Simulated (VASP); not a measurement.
Here is a VASP 6.6.1 calculation.

File INCAR:

```
SYSTEM = Re
PREC = Accurate
ENCUT = 600
EDIFF = 1E-7
ISMEAR = -1
SIGMA = 0.1
LREAL = .FALSE.
LASPH = .TRUE.
NELM = 80
ALGO = Normal
ISIF = 3
LWAVE = .FALSE.
LCHARG = .FALSE.
GGA = PS
IBRION = 2
NSW = 80
EDIFFG = -0.02
```

The input KPOINTS:

```
regular mesh
0
G
  16 16 16
  0 0 0
```

POSCAR

```
Re
1.0
    2.5300000000      0.0000000000      0.0000000000
    0.0000000000      2.5300000000      0.0000000000
    0.0000000000      0.0000000000      2.5300000000
Re
1
Direct
    0.0000000000      0.0000000000      0.0000000000
```

Potentials or basis: VASP PAW PBE potentials, release 64 (Re).

Command:

```sh
$ cat potpaw_PBE.64/Re/POTCAR > POTCAR
$ mpirun -np 1 vasp_std > vasp.out
```

Problem. Estimate the band gap on the k mesh.

Solution. Zero (an odd number of electrons rules out a gap without spin polarisation).

Problem. Predict the relaxed volume.

Solution. 16.63 Å³/atom.

Final structure:
```yaml
crystal:
  lattice:
    - [2.55261, 0.00000, 0.00000]
    - [0.00000, 2.55261, 0.00000]
    - [0.00000, 0.00000, 2.55261]
  atoms:
    - { symbol: Re, position: [0.00000, 0.00000, 0.00000] }
```

Caveat: the PAW data sets were made with another functional, which shifts forces and pressure a little; spin-orbit coupling is left out, which moves the levels of the heavy elements.
